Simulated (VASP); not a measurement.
# TaN in VASP: notebook, part 2 of 2

VASP 6.6.1.

### 5 Single point, LDA (atoms displaced along several vibrational modes)

The input, INCAR:

```
ALGO = Normal ; EDIFF = 1E-7
ENCUT = 520 ; ISIF = 2
ISMEAR = 0 ; LASPH = T
LCHARG = F ; LREAL = F
LWAVE = F ; NBANDS = 15
NELM = 100 ; PREC = Accurate
SIGMA = 0.15
```

The input, KPOINTS:

```
k-points
0
Gamma
  18 18 18
```

The input, POSCAR:

```
TaN
1.0
    0.0000000000      2.1742693740      2.1742693740
    2.1742693740      0.0000000000      2.1742693740
    2.1742693740      2.1742693740      0.0000000000
Ta N
1 1
Direct
    0.4965109728      0.5052335408      0.5034890272
    0.0450726121     -0.0676089181     -0.0450726121
```

Potentials or basis: VASP PAW LDA potentials, release 64 (Ta_pv, N).

Run with:

```
> cat potpaw_LDA.64/Ta_pv/POTCAR potpaw_LDA.64/N/POTCAR > POTCAR
> mpirun -np 1 vasp_std > vasp.out
```

OUTCAR:

```text
EDIFF = 1E-7
   ENCUT = 520
   ISIF = 2
   ISMEAR = 0
   LASPH = T
   LREAL = F
   NELM = 100
   PREC = Accurate

 ion  position               nearest neighbor table
   1  0.497  0.505  0.503-   2 1.91   2 2.14   2 2.19   2 2.19   2 2.24   2 2.44
   2  0.045  0.932  0.955-   1 1.91   1 2.14   1 2.19   1 2.19   1 2.24   1 2.44

  LATTYP: Found a face centered cubic cell.
 ALAT       =     4.3485387480

  Lattice vectors:

 A1 = (   0.0000000000,   2.1742693740,   2.1742693740)
[... 618 lines left out ...]
------------------------ aborting loop because EDIFF is reached ----------------------------------------

  FORCE on cell =-STRESS in cart. coord.  units (eV):
  Direction    XX          YY          ZZ          XY          YZ          ZX
  --------------------------------------------------------------------------------------
  -------------------------------------------------------------------------------------
  Total        5.3976057      0.3094340      0.5259943      0.0000000      0.0000000     -0.2990509
  in kB      420.6701469     24.1161808     40.9941197      0.0000000      0.0000000    -23.3069640
  external PRESSURE =     161.9268158 kB  Pullay stress =       0.0000000 kB

 VOLUME and BASIS-vectors are now :
 -----------------------------------------------------------------------------
  energy-cutoff  :      520.00
  volume of cell :       20.56
      direct lattice vectors                 reciprocal lattice vectors
     0.000000000  2.174269374  2.174269374    -0.229962306  0.229962306  0.229962306
     2.174269374  0.000000000  2.174269374     0.229962306 -0.229962306  0.229962306
     2.174269374  2.174269374  0.000000000     0.229962306  0.229962306 -0.229962306

 POSITION                                       TOTAL-FORCE (eV/Angst)
 -----------------------------------------------------------------------------------
      2.19323      2.17427      2.17806        -3.484818      0.000000     -0.497130
      4.10354      2.17427      2.12527         3.484818      0.000000      0.497130
 -----------------------------------------------------------------------------------
    total drift:                               -0.000116     -0.000000     -0.000015

  FREE ENERGIE OF THE ION-ELECTRON SYSTEM (eV)
  ---------------------------------------------------
  free  energy   TOTEN  =       -23.7507262658 eV

  energy  without entropy=      -23.7412009207  energy(sigma->0) =      -23.74596359
```

stdout:

```text
POSCAR found type information on POSCAR TaN
 POSCAR found :  2 types and       2 ions
 scaLAPACK will be used
 LDA part: xc-table for (Slater(with rela. corr.)+CA(PZ))
 , standard interpolation
 POSCAR, INCAR and KPOINTS ok, starting setup
 FFT: planning ... GRIDC
 FFT: planning ... GRID_SOFT
 FFT: planning ... GRID
 WAVECAR not read
 entering main loop
```

It took 9.1 min on 1 thread of AMD EPYC 7R43 (Zen 3), shared host; peak memory 0.51 GiB.

What came out:

```yaml
Free_energy: -23.7507 eV
Pressure: 16.2 GPa
Largest_force: 3.520 eV/Å
Band_gap_on_the_k_mesh: zero (bands 8 and 9 overlap by 3.11 eV)
```

Forces on the atoms (eV/Å):
```
Ta  -3.485  0.000 -0.497
N    3.485  0.000  0.497
```

Levels at points of the mesh, in eV from the Fermi level:
| k point | band 6 | band 7 | band 8 | band 9 | band 10 | band 11 |
| --- | --- | --- | --- | --- | --- | --- |
| (0.00, 0.00, 0.00) | -5.05 | -4.93 | -2.00 | -0.62 | -0.54 | 0.37 |
| (0.50, 0.00, 0.00) | -7.61 | -7.41 | 1.64 | 1.97 | 2.32 | 3.82 |
| (0.00, 0.50, 0.00) | -7.70 | -7.59 | 1.70 | 2.10 | 2.41 | 4.12 |
| (0.50, 0.50, 0.00) | -6.52 | -4.81 | -2.64 | 2.89 | 3.86 | 3.93 |
| (0.00, 0.50, 0.50) | -5.70 | -4.58 | -4.40 | 2.48 | 3.60 | 3.85 |
| (0.50, 0.00, 0.50) | -6.53 | -4.83 | -2.57 | 2.91 | 3.86 | 3.93 |

Caveat: the cell differs from its parent crystal (atoms displaced along several vibrational modes); the stress differs along the axes, from 2 to 42 GPa; spin-orbit coupling is left out, which moves the levels of the heavy elements; forces of over 1 eV/Å act on the atoms, so gaps and moduli don't describe the material at rest.

### 6 Single point, LDA (atoms displaced along a vibrational mode)

The input, INCAR:

```
SYSTEM = TaN
ALGO = Normal
EDIFF = 1E-6
ENCUT = 700
GGA = CA
GGA_COMPAT = .False.
ISIF = 2
ISMEAR = 0
LASPH = .True.
LCHARG = .False.
LREAL = .False.
LWAVE = .False.
NBANDS = 16
NELM = 120
PREC = Accurate
SIGMA = 0.15
```

The input, KPOINTS:

```
k-points
0
Gamma
  18 18 18
  0 0 0
```

The input, POSCAR:

```
TaN
1.0
    0.0000000000      2.1742693740      2.1742693740
    2.1742693740      0.0000000000      2.1742693740
    2.1742693740      2.1742693740      0.0000000000
Ta N
1 1
Direct
    0.4973832296      0.5026167704      0.5026167704
    0.0338044590     -0.0338044590     -0.0338044590
```

Potentials or basis: VASP PAW LDA potentials, release 64 (Ta_sv_GW, N).

Run with:

```
> cat potpaw_LDA.64/Ta_sv_GW/POTCAR potpaw_LDA.64/N/POTCAR > POTCAR
> mpirun -np 1 vasp_std > vasp.out
```

OUTCAR:

```text
SYSTEM = TaN
   EDIFF = 1E-6
   ENCUT = 700
   GGA = CA
   ISIF = 2
   ISMEAR = 0
   LASPH = .True.
   LREAL = .False.
   NELM = 120
   PREC = Accurate

 ion  position               nearest neighbor table
   1  0.497  0.503  0.503-   2 2.02   2 2.18   2 2.18   2 2.18   2 2.18   2 2.33
   2  0.034  0.966  0.966-   1 2.02   1 2.18   1 2.18   1 2.18   1 2.18   1 2.33

  LATTYP: Found a face centered cubic cell.
 ALAT       =     4.3485387480

  Lattice vectors:

 A1 = (   0.0000000000,   2.1742693740,   2.1742693740)
 A2 = (   2.1742693740,   0.0000000000,   2.1742693740)
 A3 = (   2.1742693740,   2.1742693740,   0.0000000000)

Analysis of symmetry for initial positions (statically):
=====================================================================
 Subroutine PRICEL returns:
 Original cell was already a primitive cell.

 Routine SETGRP: Setting up the symmetry group for a
 face centered cubic supercell.

 Subroutine GETGRP returns: Found  8 space group operations
 (whereof  8 operations were pure point group operations)
 out of a pool of 48 trial point group operations.

[... 161 lines left out ...]

 E-fermi :  13.9566     XC(G=0): -14.2478

 val. band max:       13.9479001812   @ k =   0.3333   0.1111   0.0556
 cond. band min:      13.9611951230   @ k =   0.0556  -0.1667   0.2222
 fundamental gap:      0.0132949418
 Fermi energy:        13.9565856815

 k-point     1 :       0.0000    0.0000    0.0000
  band No.  band energies     occupation
      1     -55.0063      2.00000
      2     -21.4569      2.00000
      3     -21.4209      2.00000
      4     -21.4209      2.00000
      5      -4.8464      2.00000
      6       9.5296      2.00000
[... 433 lines left out ...]
      3     -21.5287      2.00000
      4     -21.5209      2.00000
      5      -2.2763      2.00000
      6       4.3444      2.00000
[... 8 lines left out ...]
     15      26.0753      0.00000
     16      28.0938      0.00000

 [... further k-points ...]

------------------------ aborting loop because EDIFF is reached ----------------------------------------

  FORCE on cell =-STRESS in cart. coord.  units (eV):
  Direction    XX          YY          ZZ          XY          YZ          ZX
  --------------------------------------------------------------------------------------
  -------------------------------------------------------------------------------------
  Total        1.9393479      0.1466557      0.1466557      0.0000000      0.0000000      0.0000000
  in kB      151.1458596     11.4298256     11.4298256      0.0000000      0.0000000      0.0000000
  external PRESSURE =      58.0018370 kB  Pullay stress =       0.0000000 kB

 VOLUME and BASIS-vectors are now :
 -----------------------------------------------------------------------------
  energy-cutoff  :      700.00
  volume of cell :       20.56
      direct lattice vectors                 reciprocal lattice vectors
     0.000000000  2.174269374  2.174269374    -0.229962306  0.229962306  0.229962306
     2.174269374  0.000000000  2.174269374     0.229962306 -0.229962306  0.229962306
     2.174269374  2.174269374  0.000000000     0.229962306  0.229962306 -0.229962306

 POSITION                                       TOTAL-FORCE (eV/Angst)
 -----------------------------------------------------------------------------------
      2.18565      2.17427      2.17427        -1.677727      0.000000      0.000000
      4.20154      2.17427      2.17427         1.677727      0.000000      0.000000
 -----------------------------------------------------------------------------------
    total drift:                               -0.000082     -0.000000     -0.000000

  FREE ENERGIE OF THE ION-ELECTRON SYSTEM (eV)
  ---------------------------------------------------
  free  energy   TOTEN  =       -26.5546396915 eV

  energy  without entropy=      -26.5467412857  energy(sigma->0) =      -26.55069049
```

OSZICAR:

```text
N       E                     dE             d eps       ncg     rms          rms(c)
DAV:   1     0.124835796255E+03    0.12484E+03   -0.13138E+04 15376   0.144E+03
DAV:   2    -0.251452463570E+02   -0.14998E+03   -0.14429E+03 22144   0.337E+02
DAV:   3    -0.305884633391E+02   -0.54432E+01   -0.54333E+01 17936   0.594E+01
DAV:   4    -0.307297708238E+02   -0.14131E+00   -0.14130E+00 21688   0.660E+00
DAV:   5    -0.307329420687E+02   -0.31712E-02   -0.31712E-02 18296   0.709E-01    0.482E+01
DAV:   6    -0.267423496796E+02    0.39906E+01   -0.90161E+00 16424   0.257E+01    0.490E+01
DAV:   7    -0.266124985568E+02    0.12985E+00   -0.41339E-01 17824   0.532E+00    0.246E+01
DAV:   8    -0.265561927712E+02    0.56306E-01   -0.13770E-01 18624   0.286E+00    0.240E+00
DAV:   9    -0.265547988851E+02    0.13939E-02   -0.37332E-03 19056   0.585E-01    0.387E-01
DAV:  10    -0.265546560724E+02    0.14281E-03   -0.13483E-03 16280   0.357E-01    0.194E-01
DAV:  11    -0.265546673526E+02   -0.11280E-04   -0.15945E-04 17144   0.114E-01    0.593E-02
DAV:  12    -0.265546394169E+02    0.27936E-04   -0.52402E-05 16912   0.593E-02    0.241E-02
DAV:  13    -0.265546396915E+02   -0.27461E-06   -0.26809E-06 17064   0.134E-02
   1 F= -.26554640E+02 E0= -.26550690E+02  d E =-.789841E-02
```

stdout:

```text
POSCAR found type information on POSCAR TaN
 POSCAR found :  2 types and       2 ions
 scaLAPACK will be used
 LDA part: xc-table for (Slater(with rela. corr.)+CA(PZ))
 , standard interpolation
 POSCAR, INCAR and KPOINTS ok, starting setup
 FFT: planning ... GRIDC
 FFT: planning ... GRID_SOFT
 FFT: planning ... GRID
 WAVECAR not read
 entering main loop
```

Wall time 2.8 min (1 thread of Intel Xeon Platinum 8488C (Sapphire Rapids), shared host); peak memory 0.38 GiB.

Results:

```yaml
Free_energy: -26.5546 eV
Pressure: 5.8 GPa
Largest_force: 1.678 eV/Å
Band_gap_on_the_k_mesh: zero (bands 9 and 10 overlap by 3.62 eV)
```

Forces in eV/Å, atoms in the order of the input:
```
Ta  -1.678  0.000  0.000
N    1.678  0.000  0.000
```

Levels at points of the mesh, in eV from the Fermi level:
| k point | band 7 | band 8 | band 9 | band 10 | band 11 | band 12 |
| --- | --- | --- | --- | --- | --- | --- |
| (0.00, 0.00, 0.00) | -4.43 | -4.35 | -2.13 | -1.47 | -1.47 | 0.11 |
| (0.50, 0.00, 0.00) | -7.74 | -7.69 | 1.90 | 2.10 | 2.11 | 3.97 |
| (0.50, 0.50, 0.00) | -6.49 | -4.69 | -3.64 | 2.46 | 3.79 | 3.82 |
| (0.00, 0.50, 0.50) | -5.63 | -4.60 | -4.60 | 2.29 | 3.79 | 3.79 |

Caveat: the cell differs from its parent crystal (atoms displaced along a vibrational mode); the stress differs along the axes, from 1 to 15 GPa; spin-orbit coupling is left out, which moves the levels of the heavy elements; forces of over 1 eV/Å act on the atoms, so gaps and moduli don't describe the material at rest.

### 7 Overview

```tsv
potentials or basis	cell	cutoff (eV)	gap on the mesh (eV)	pressure (GPa)	largest force (eV/Å)
VASP PAW LDA potentials, release 64 (Ta_sv_GW, N)	as given, atomic positions A	700	none	14.8	3.49
VASP PAW LDA potentials, release 64 (Ta_sv_GW, N)	as given, atomic positions B	700	none	9.6	2.52
VASP PAW LDA potentials, release 64 (Ta_pv, N)	as given, atomic positions C	520	none	7.3	1.77
VASP PAW LDA potentials, release 64 (Ta_pv, N)	as given, atomic positions D	520	none	16.2	3.52
VASP PAW LDA potentials, release 64 (Ta_sv_GW, N)	as given, atomic positions E	700	none	5.8	1.68
```

Alike in all rows: task single point; level LDA; no spin polarisation; k mesh 18 × 18 × 18; smearing gaussian 0.15 eV.

Caveats: spin-orbit coupling is left out, which moves the levels of the heavy elements; forces of over 1 eV/Å act on the atoms, so gaps and moduli don't describe the material at rest; the stress differs along the axes, from 2 to 41 GPa (at least some runs); the stress differs along the axes, from 1 to 27 GPa (at least some runs); the stress differs along the axes, from 2 to 16 GPa (at least some runs); the stress differs along the axes, from 2 to 42 GPa (at least some runs); the stress differs along the axes, from 1 to 15 GPa (at least some runs).

Total energies depend on the potentials used, so only differences within one code and one set of settings carry meaning.
